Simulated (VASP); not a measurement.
A run of VASP 6.6.1 is set up as follows.

The input INCAR:

```
SYSTEM = Os
  PREC = Accurate
  ENCUT = 520
  EDIFF = 1E-6
  ISMEAR = -1
  SIGMA = 0.1
  LREAL = .FALSE.
  LASPH = .TRUE.
  NELM = 80
  ALGO = Normal
  ISIF = 2
  LWAVE = .FALSE.
  LCHARG = .FALSE.
  GGA = PS
  NBANDS = 15
```

File KPOINTS:

```
regular mesh
0
G
  22 22 12
  0 0 0
```

File POSCAR:

```
Os
1.0
    2.8011717999      0.0000000000      0.0000000000
   -1.4005859000      2.4258859391      0.0000000000
    0.0000000000      0.0000000000      4.4164961204
Os
2
Direct
    0.3333333333      0.6666666667      0.2500000000
    0.6666666667      0.3333333333      0.7500000000
```

Potentials or basis: VASP PAW PBE potentials, release 64 (Os).

Launch:

```console
$ cat potpaw_PBE.64/Os/POTCAR > POTCAR
$ mpirun -np 1 vasp_std > vasp.out
```

What does it give for the band gap on the k mesh?

Zero (bands 8 and 9 overlap by 3.49 eV).

Estimate the pressure.

-27.8 GPa.

Stress tensor (GPa, compression positive):
```
-27.39   0.00   0.00
  0.00 -27.39   0.00
  0.00   0.00 -28.67
```

Caveat: the cell stands under tension; the PAW data sets were made with another functional, which shifts forces and pressure a little; spin-orbit coupling is left out, which moves the levels of the heavy elements.
